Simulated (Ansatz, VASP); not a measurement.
SiGe7 in VASP and in Ansatz

File INCAR:

```
ALGO = Normal ; EDIFF = 1E-6
EDIFFG = -0.08 ; ENCUT = 600
GGA = PE ; IBRION = 2
ISIF = 3 ; ISMEAR = 0
LASPH = True ; LCHARG = False
LREAL = Auto ; LWAVE = False
NELM = 60 ; NSW = 36
PREC = Accurate ; SIGMA = 0.2
```

KPOINTS

```
k-points
0
Gamma
  3 3 3
```

POSCAR

```
SiGe7
1.0
    7.9600000000      0.0000000000      0.0000000000
   -3.9800000000      6.8935622100      0.0000000000
    0.0000000000      0.0000000000      6.5700000000
Si Ge
2 14
Direct
    0.3333333300      0.6666666700      0.5000000000
    0.6666666700      0.3333333300      0.0000000000
    0.6666660000      0.8333330000      0.3750000000
    0.1666670000      0.3333340000      0.3750000000
    0.1666670000      0.8333330000      0.3750000000
    0.6666666700      0.3333333300      0.3750000000
    0.8333330000      0.6666660000      0.5000000000
    0.8333330000      0.1666670000      0.5000000000
    0.3333340000      0.1666670000      0.5000000000
    0.3333333300      0.6666666700      0.8750000000
    0.6666660000      0.8333330000      0.0000000000
    0.1666670000      0.3333340000      0.0000000000
    0.1666670000      0.8333330000      0.0000000000
    0.8333330000      0.6666660000      0.8750000000
    0.8333330000      0.1666670000      0.8750000000
    0.3333340000      0.1666670000      0.8750000000
```

Input for Ansatz:

```yaml
crystal:
  lattice:
    - [7.96, 0.0, 0.0]
    - [-3.98, 6.89356221, 0.0]
    - [0.0, 0.0, 6.57]
  atoms:
    - { symbol: Si, position: [0.33333333, 0.66666667, 0.5] }
    - { symbol: Si, position: [0.66666667, 0.33333333, 0.0] }
    - { symbol: Ge, position: [0.666666, 0.833333, 0.375] }
    - { symbol: Ge, position: [0.166667, 0.333334, 0.375] }
    - { symbol: Ge, position: [0.166667, 0.833333, 0.375] }
    - { symbol: Ge, position: [0.66666667, 0.33333333, 0.375] }
    - { symbol: Ge, position: [0.833333, 0.666666, 0.5] }
    - { symbol: Ge, position: [0.833333, 0.166667, 0.5] }
    - { symbol: Ge, position: [0.333334, 0.166667, 0.5] }
    - { symbol: Ge, position: [0.33333333, 0.66666667, 0.875] }
    - { symbol: Ge, position: [0.666666, 0.833333, 0.0] }
    - { symbol: Ge, position: [0.166667, 0.333334, 0.0] }
    - { symbol: Ge, position: [0.166667, 0.833333, 0.0] }
    - { symbol: Ge, position: [0.833333, 0.666666, 0.875] }
    - { symbol: Ge, position: [0.833333, 0.166667, 0.875] }
    - { symbol: Ge, position: [0.333334, 0.166667, 0.875] }
basis:
  ecutwfc: 420
kpoints:
  mp_grid: { grid: [3, 3, 3] }
hamiltonian:
  xc: pbe
scf:
  occupations: { method: gaussian, width: 0.2 }
  lower_state_search: "off"
output:
  forces: true
  stress: true
  eigenvalues: true
relax:
  adjacent_minimum: "off"
  f_tol: 0.08
  max_steps: 16
  cell: { stress_tol: 0.8 }
```

Alike in both runs: task relaxation of cell and atoms; functional PBE; k mesh 3 × 3 × 3; occupations gaussian, width 0.2 eV; no spin polarisation.

```csv
,VASP,Ansatz
version,VASP 6.6.1,Ansatz 0.2.0
potentials or method,"VASP PAW PBE potentials, release 64 (Si, Ge_d), cutoff 600 eV","scalar-relativistic, plane waves, PAW"
valence electrons in the cell,204,204
```

```csv
,VASP,Ansatz,Ansatz less VASP
"gap on the k mesh at the Fermi level, each at its own relaxed structure (eV)",none,none,-
relaxed volume (Å³/atom),23.37,23.24,-0.132
relaxed length of the cell vector where the two differ most in proportion (Å),8.068,8.051,-0.0167
```

A gap of «none» marks a metal or a gap that the smearing closes.
